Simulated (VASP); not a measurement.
# Si (a cell with a defect) in VASP: single point with PBEsol

Aim: the single point of Si (a cell with a defect) with PBEsol.

All numbers are computed with VASP 6.6.1; they aren't measurements. Logs are shortened: lines on timing, memory, paths and dates and some standing lists are left out, and cuts for length are marked.

### Step 1. The cell of the first run

The cell holds a defect, 63 atoms: a = 10.860 Å, b = 10.860 Å, c = 10.860 Å, α = 90.00°, β = 90.00°, γ = 90.00°.

### Step 2. Single point, PBEsol

File INCAR:

```
  PREC = Accurate
  ENCUT = 520
  EDIFF = 1E-6
  ISMEAR = -1
  SIGMA = 0.02
  LREAL = Auto
  LASPH = True
  NELM = 60
  ALGO = Normal
  ISIF = 2
  LWAVE = False
  LCHARG = True
  GGA = PS
  LELF = True
  LVHAR = True
  NBANDS = 163
```

File KPOINTS:

```
Automatic mesh
0
Gamma
  1 1 1
```

File POSCAR:

```
Si
1.0
   10.8600000000      0.0000000000      0.0000000000
    0.0000000000     10.8600000000      0.0000000000
    0.0000000000      0.0000000000     10.8600000000
Si
63
Direct
    0.4900015654     -0.0098584715      0.0041725599
    0.6223574586      0.1221634438      0.1246955801
    0.7511446593      0.2515220074      0.0000534070
    0.8830513812      0.3830823204      0.1208386740
    0.7502792818      0.0013558011      0.2512542357
    0.8764456722      0.1285157459      0.3737836096
   -0.0008355433     -0.0000726519      0.0000238490
    0.1251107735      0.1247036832      0.1250789134
    0.2496927256      0.2498895028      0.0004035912
    0.3755525783      0.3748559853      0.1251663904
    0.4999023941      0.4990916206      0.0001154696
    0.6248025783      0.6249977901      0.1251130755
    0.7496481584      0.7498347145      0.0003291897
    0.8751102210      0.8752880295      0.1250474217
    0.2501540516      0.0001998158      0.2511781768
    0.3763227440      0.1254516575      0.3764151934
    0.5012383978      0.2498607735      0.2513813996
    0.6282650092      0.3763917127      0.3737255985
    0.7540511971      0.5023431860      0.2477534991
    0.8844289134      0.6293805709      0.3654327808
    0.4985261510     -0.0012674954      0.5034905157
    0.6248637201      0.1246903315      0.6253209024
    0.7500448435      0.2502448435      0.4999808471
    0.8764575506      0.3763211786      0.6216839779
    0.7467918969     -0.0013339779      0.7514430939
    0.8738541436      0.1251151013      0.8737290976
    0.0156758748      0.5157918048     -0.0011232965
    0.1935402394      0.6922723757      0.0607458564
    0.3574915285      0.8572711786      0.1281834254
    0.0024412523      0.2541462247      0.2476071823
    0.1293710866      0.3853232965      0.3646076427
    0.2524769797      0.5189006446      0.2314899632
    0.3757998158      0.6251596685      0.3753993554
    0.5003505525      0.7500787293      0.2512880295
    0.6253988950      0.8767485267      0.3761767956
   -0.0018683241      0.0008345304      0.5002484346
    0.1250807551      0.1231083794      0.6265021179
    0.2493590239      0.2528816759      0.4973688766
    0.3757311234      0.3736564457      0.6254523020
    0.5006949355      0.4981777164      0.5004130755
    0.6229973297      0.6248984346      0.6268275322
    0.7521099448      0.7498704420      0.4978110497
    0.8738109576      0.8757303867      0.6254618785
    0.2458058932     -0.0086268877      0.7586627993
    0.3725114180      0.1209178637      0.8773892265
    0.4985558932      0.2465685083      0.7513674033
    0.6250270718      0.3740028545      0.8733253223
    0.7502074586      0.4989054328      0.7487481584
    0.8749565378      0.6249255985      0.8748356354
    0.0178187845      0.7518748619      0.2324165746
    0.1251239411      0.8756779926      0.3751252302
    0.0023465930      0.5024355433      0.4956816759
    0.1250454880      0.6249752302      0.6252359116
    0.2497409761      0.7498253223      0.5002882136
    0.3726157459      0.8726629834      0.6291925414
   -0.0012459484      0.2499417127      0.7487382136
    0.1248013812      0.3749494475      0.8746779006
    0.2498453959      0.4995161142      0.7506221915
    0.3581661142      0.6231010129      0.8922096685
    0.4909915285      0.7458197974      0.7588992634
    0.6207941068      0.8727079190      0.8772332413
   -0.0004437385      0.7498727440      0.7505423573
    0.1233514733      0.8583705341      0.8918934622
```

Potentials or basis: VASP PAW PBE potentials, release 64 (Si).

Command:

```sh
> cat potpaw_PBE.64/Si/POTCAR > POTCAR
> mpirun -np 1 vasp_gam > vasp.out
```

OUTCAR:

```text
PREC = Accurate
   ENCUT = 520
   EDIFF = 1E-6
   ISMEAR = -1
   LREAL = Auto
   LASPH = True
   NELM = 60
   ISIF = 2
   GGA = PS

 ion  position               nearest neighbor table
   1  0.490  0.990  0.004-  45 2.35  61 2.35   2 2.42  29 2.44
   2  0.622  0.122  0.125-   5 2.35  17 2.36   3 2.40   1 2.42
   3  0.751  0.252  0.000-  47 2.35  26 2.35   2 2.40   4 2.41
   4  0.883  0.383  0.121-  30 2.35  19 2.35   3 2.41  27 2.43
   5  0.750  0.001  0.251-  35 2.35   2 2.35   6 2.36  14 2.36
   6  0.876  0.129  0.374-  23 2.35   5 2.36  36 2.36  30 2.37
[... 19 lines left out ...]
  26  0.874  0.125  0.874-  56 2.35   3 2.35  25 2.36   7 2.36
  27  0.016  0.516  0.999-  49 2.36  57 2.36   4 2.43  28 2.80
  28  0.194  0.692  0.061-  29 2.63  59 2.67  63 2.68  32 2.72  50 2.75  27 2.80
  29  0.357  0.857  0.128-  34 2.36  15 2.36   1 2.44  28 2.63
  30  0.002  0.254  0.248-   8 2.35   4 2.35  31 2.35   6 2.37
  31  0.129  0.385  0.365-  30 2.35  52 2.36  38 2.42  32 2.45
  32  0.252  0.519  0.231-  10 2.36  33 2.36  31 2.45  28 2.72
  33  0.376  0.625  0.375-  34 2.34  54 2.36  32 2.36  40 2.36
  34  0.500  0.750  0.251-  33 2.34  29 2.36  12 2.36  35 2.36
[... 27 lines left out ...]
  62  1.000  0.750  0.751-  49 2.34  53 2.36  63 2.36  43 2.36
  63  0.123  0.858  0.892-  62 2.36   7 2.36  44 2.44  28 2.68

  LATTYP: Found a simple cubic cell.
 ALAT       =    10.8600000000

  Lattice vectors:

 A1 = (  10.8600000000,   0.0000000000,   0.0000000000)
 A2 = (   0.0000000000,  10.8600000000,   0.0000000000)
 A3 = (   0.0000000000,   0.0000000000,  10.8600000000)

Analysis of symmetry for initial positions (statically):
=====================================================================
 Subroutine PRICEL returns:
 Original cell was already a primitive cell.

 Routine SETGRP: Setting up the symmetry group for a
 simple cubic supercell.

 Subroutine GETGRP returns: Found  1 space group operations
 (whereof  1 operations were pure point group operations)
 out of a pool of 48 trial point group operations.

The static configuration has the point symmetry C_1 .

Analysis of symmetry for dynamics (positions and initial velocities):
=====================================================================
 Subroutine PRICEL returns:
 Original cell was already a primitive cell.

 Routine SETGRP: Setting up the symmetry group for a
 simple cubic supercell.

 Subroutine GETGRP returns: Found  1 space group operations
 (whereof  1 operations were pure point group operations)
 out of a pool of 48 trial point group operations.

The dynamic configuration has the point symmetry C_1 .

 Subroutine INISYM returns: Found  1 space group operations
 (whereof  1 operations are pure point group operations),
 and found     1 'primitive' translations

----------------------------------------------------------------------------------------

                                     Primitive cell

  volume of cell :    1280.8241

  direct lattice vectors                    reciprocal lattice vectors
    10.860000000  0.000000000  0.000000000     0.092081031  0.000000000  0.000000000
     0.000000000 10.860000000  0.000000000     0.000000000  0.092081031  0.000000000
     0.000000000  0.000000000 10.860000000     0.000000000  0.000000000  0.092081031

  length of vectors
    10.860000000 10.860000000 10.860000000     0.092081031  0.092081031  0.092081031

  position of ions in fractional coordinates (direct lattice)
     0.490001565  0.990141528  0.004172560
     0.622357459  0.122163444  0.124695580
     0.751144659  0.251522007  0.000053407
     0.883051381  0.383082320  0.120838674
     0.750279282  0.001355801  0.251254236
     0.876445672  0.128515746  0.373783610
[... 55 lines left out ...]
     0.999556261  0.749872744  0.750542357
     0.123351473  0.858370534  0.891893462

  ion indices of the primitive-cell ions
   primitive index   ion index
                 1           1
                 2           2
                 3           3
                 4           4
                 5           5
                 6           6
[... 55 lines left out ...]
                62          62
                63          63

----------------------------------------------------------------------------------------

 KPOINTS: Automatic mesh

Automatic generation of k-mesh.
 Grid dimensions read from file:
 generate k-points for:    1    1    1

 Generating k-lattice:

  Cartesian coordinates                     Fractional coordinates (reciprocal lattice)
     0.092081031  0.000000000  0.000000000     1.000000000  0.000000000  0.000000000
     0.000000000  0.092081031  0.000000000     0.000000000  1.000000000  0.000000000
     0.000000000  0.000000000  0.092081031     0.000000000  0.000000000  1.000000000

  Length of vectors
     0.092081031  0.092081031  0.092081031

  Shift w.r.t. Gamma in fractional coordinates (k-lattice)
     0.000000000  0.000000000  0.000000000

 Subroutine IBZKPT returns following result:
 ===========================================

 Found      1 irreducible k-points:

 Following reciprocal coordinates:
            Coordinates               Weight
  0.000000  0.000000  0.000000      1.000000
   k-points           NKPTS =      1   k-points in BZ     NKDIM =      1   number of bands    NBANDS=    163
   number of dos      NEDOS =    301   number of ions     NIONS =     63
   total plane-waves  NPLWV = 592704
   dimension x,y,z NGX =    84 NGY =   84 NGZ =   84
   dimension x,y,z NGXF=   168 NGYF=  168 NGZF=  168
   ions per type =              63
   NGX,Y,Z   is equivalent  to a cutoff of  12.86, 12.86, 12.86 a.u.
   NGXF,Y,Z  is equivalent  to a cutoff of  25.72, 25.72, 25.72 a.u.
 SYSTEM =  unknown system
   PREC   = accura    normal or accurate (medium, high low for compatibility)
   ISTART =      0    job   : 0-new  1-cont  2-samecut
   ICHARG =      2    charge: 1-file 2-atom 10-const
   ISPIN  =      1    spin polarized calculation?
   LNONCOLLINEAR =      F non collinear calculations
   LSORBIT =      F    spin-orbit coupling
   LASPH  =      T    aspherical Exc in radial PAW
   ENCUT  =  520.0 eV  38.22 Ry    6.18 a.u.  20.19 20.19 20.19*2*pi/ulx,y,z
   NELM   =     60;   NELMIN=  2; NELMDL= -5     # of ELM steps
   EDIFF  = 0.1E-05   stopping-criterion for ELM
   LREAL  =      T    real-space projection
   EDIFFG = 0.1E-04   stopping-criterion for IOM
   NSW    =      0    number of steps for IOM
   IBRION =     -1    ionic relax: 0-MD 1-quasi-New 2-CG
   NFREE  =      0    steps in history (QN), initial steepest desc. (CG)
   ISIF   =      2    stress and relaxation
   ISYM   =      2    0-nonsym 1-usesym 2-fastsym
   POTIM  = 0.5000    time-step for ionic-motion
   TEBEG  =    0.0;   TEEND  =   0.0 temperature during run
   PSTRESS=    0.0 pullay stress
   NELECT =     252.0000    total number of electrons
   NUPDOWN=      -1.0000    fix difference up-down
   EMIN   =  10.00;   EMAX   =-10.00  energy-range for DOS
   EFERMI =   0.00;   METHOD = LEGACY
   ISMEAR =    -1;   SIGMA  =   0.02  broadening in eV -4-tet -1-fermi 0-gaus
   EFERMI_NEDOS =   21; number of points for ismear=-14 and -15
   IALGO  =     38    algorithm
   IMIX   =      4    mixing-type and parameters
     AMIX     =   0.40;   BMIX     =  1.00
     AMIX_MAG =   1.60;   BMIX_MAG =  1.00
  volume/ion in A,a.u.               =      20.33       137.20
  Fermi-wavevector in a.u.,A,eV,Ry     =   0.952164  1.799329 12.335269  0.906617
  Thomas-Fermi vector in A             =   2.080702
   LORBIT       =      0    0 simple, 1 ext, 2 COOP (PROOUT), +10 PAW based schemes
   GGA     = PS    functional components
   LHFCALC =     F    Hartree Fock is set to
   AEXX    =    0.0000 exact exchange contribution
   IVDW    =     0    specifies the selected vdW correction
   LEPSILON=     F    determine dielectric tensor
   LRPA    =     F    only Hartree local field effects (RPA)
 non-spin polarized calculation
  energy-cutoff  :      520.00
  volume of cell :     1280.82
 maximum number of plane-waves:     17229
 NGX is ok and might be reduce to    84
   NGX = 41   NGY = 41   NGZ = 41

 number of electron     251.9999992 magnetization

 Free energy of the ion-electron system (eV)
  ---------------------------------------------------
  ext. energy  EPLUGINS =         0.00000000
  ---------------------------------------------------
  free energy    TOTEN  =      -351.87871568 eV

  energy without entropy =     -351.82329419  energy(sigma->0) =     -351.85100494

 E-fermi :   6.0731     XC(G=0):  -9.4957

 val. band max:        6.0704969747   @ k =   0.0000   0.0000   0.0000
 cond. band min:       6.0757102662   @ k =   0.0000   0.0000   0.0000
 fundamental gap:      0.0052132915
 Fermi energy:         6.0730893829

 k-point     1 :       0.0000    0.0000    0.0000
  band No.  band energies     occupation
      1      -6.2272      2.00000
      2      -5.1744      2.00000
      3      -5.1727      2.00000
      4      -5.1521      2.00000
      5      -5.1517      2.00000
      6      -5.1066      2.00000
[... 130 lines left out ...]
    137       6.7541      0.00000
    138       6.7944      0.00000
 [bands above 138 left out]

------------------------ aborting loop because EDIFF is reached ----------------------------------------

  FORCE on cell =-STRESS in cart. coord.  units (eV):
  Direction    XX          YY          ZZ          XY          YZ          ZX
  --------------------------------------------------------------------------------------
  -------------------------------------------------------------------------------------
  Total       -6.3911229     -6.5988701     -6.7078843     -5.6578763      5.8726614      6.1720536
  in kB       -7.9946282     -8.2544984     -8.3908638     -7.0774132      7.3460871      7.7205954
  external PRESSURE =      -8.2133302 kB  Pullay stress =       0.0000000 kB

 VOLUME and BASIS-vectors are now :
 -----------------------------------------------------------------------------
  energy-cutoff  :      520.00
  volume of cell :     1280.82
      direct lattice vectors                 reciprocal lattice vectors
    10.860000000  0.000000000  0.000000000     0.092081031  0.000000000  0.000000000
     0.000000000 10.860000000  0.000000000     0.000000000  0.092081031  0.000000000
     0.000000000  0.000000000 10.860000000     0.000000000  0.000000000  0.092081031

 POSITION                                       TOTAL-FORCE (eV/Angst)
 -----------------------------------------------------------------------------------
      5.32142     10.75294      0.04531        -0.000233     -0.000216      0.004626
      6.75880      1.32669      1.35419         0.003527      0.003208      0.000205
      8.15743      2.73153      0.00058        -0.002680     -0.002675     -0.001488
      9.58994      4.16027      1.31231         0.004426      0.004184     -0.000132
      8.14803      0.01472      2.72862         0.000842     -0.004135     -0.004548
      9.51820      1.39568      4.05929         0.001465     -0.000806      0.001465
[... 55 lines left out ...]
     10.85518      8.14362      8.15089        -0.004560     -0.001169     -0.004317
      1.33960      9.32190      9.68596         0.007440     -0.008611      0.010713
 -----------------------------------------------------------------------------------
    total drift:                                0.002975      0.016039      0.007803

  FREE ENERGIE OF THE ION-ELECTRON SYSTEM (eV)
  ---------------------------------------------------
  free  energy   TOTEN  =      -351.8787156817 eV

  energy  without entropy=     -351.8232941917  energy(sigma->0) =     -351.85100494
```

Wall time 8.7 min (1 thread of Intel Xeon 8259CL, shared host); peak memory 0.98 GiB.

What came out:

```
Free energy   : -351.8787 eV
Pressure      : -0.8 GPa
Largest force : 0.020 eV/Å
```

Forces in eV/Å, atoms in the order of the input:
```
Si   0.000  0.000  0.005
Si   0.004  0.003  0.000
Si  -0.003 -0.003 -0.001
Si   0.004  0.004  0.000
Si   0.001 -0.004 -0.005
Si   0.001 -0.001  0.001
Si  -0.003  0.005 -0.001
Si  -0.001  0.003  0.000
Si  -0.002 -0.003  0.002
Si  -0.002 -0.003  0.000
Si   0.004 -0.002 -0.001
Si   0.003 -0.001  0.000
Si  -0.004 -0.002  0.001
Si  -0.005 -0.002  0.000
Si  -0.001  0.001 -0.001
Si   0.001  0.000  0.003
Si  -0.004  0.001 -0.005
Si  -0.001  0.001  0.001
Si   0.000 -0.001 -0.001
Si   0.001  0.004  0.000
Si  -0.002 -0.002  0.002
Si   0.003  0.005 -0.003
Si   0.001  0.005 -0.003
Si   0.001  0.001  0.000
Si  -0.005 -0.004  0.001
Si   0.001 -0.001  0.002
Si   0.009  0.009  0.006
Si   0.003  0.006 -0.019
Si   0.002  0.003 -0.007
Si  -0.001  0.000 -0.002
Si   0.004  0.001  0.001
Si  -0.008 -0.004  0.002
Si   0.001  0.000  0.003
Si   0.001 -0.002 -0.002
Si  -0.001  0.000  0.002
Si   0.004  0.000 -0.003
Si   0.004  0.000  0.004
Si  -0.004  0.002 -0.004
Si   0.000  0.000  0.002
Si   0.000  0.004 -0.002
Si   0.000  0.004  0.004
Si   0.000 -0.006 -0.004
Si  -0.001  0.001  0.002
Si  -0.004 -0.001 -0.001
Si   0.001  0.003 -0.001
Si  -0.003 -0.005  0.001
Si  -0.001  0.001  0.003
Si   0.001 -0.003  0.000
Si  -0.001  0.003  0.003
Si  -0.001 -0.007  0.001
Si  -0.001 -0.002  0.004
Si   0.001  0.001 -0.001
Si   0.000  0.000 -0.001
Si  -0.004 -0.003  0.002
Si   0.002  0.002 -0.004
Si  -0.001  0.000  0.000
Si   0.003 -0.001  0.005
Si  -0.001 -0.004 -0.004
Si  -0.004  0.009  0.008
Si   0.000 -0.005 -0.002
Si   0.003  0.002 -0.001
Si  -0.005 -0.001 -0.004
Si   0.007 -0.009  0.011
```

Stress tensor (GPa, compression positive):
```
-0.80 -0.71  0.77
-0.71 -0.83  0.73
 0.77  0.73 -0.84
```

Levels at points of the mesh, in eV from the Fermi level:
| k point | band 123 | band 124 | band 125 | band 126 | band 127 | band 128 | band 129 | band 130 |
| --- | --- | --- | --- | --- | --- | --- | --- | --- |
| (0.00, 0.00, 0.00) | -0.88 | -0.88 | -0.61 | 0.00 | 0.00 | 0.17 | 0.17 | 0.22 |

Caveat: the k points lie up to 0.58 Å⁻¹ apart; the PAW data sets were made with another functional, which shifts forces and pressure a little.
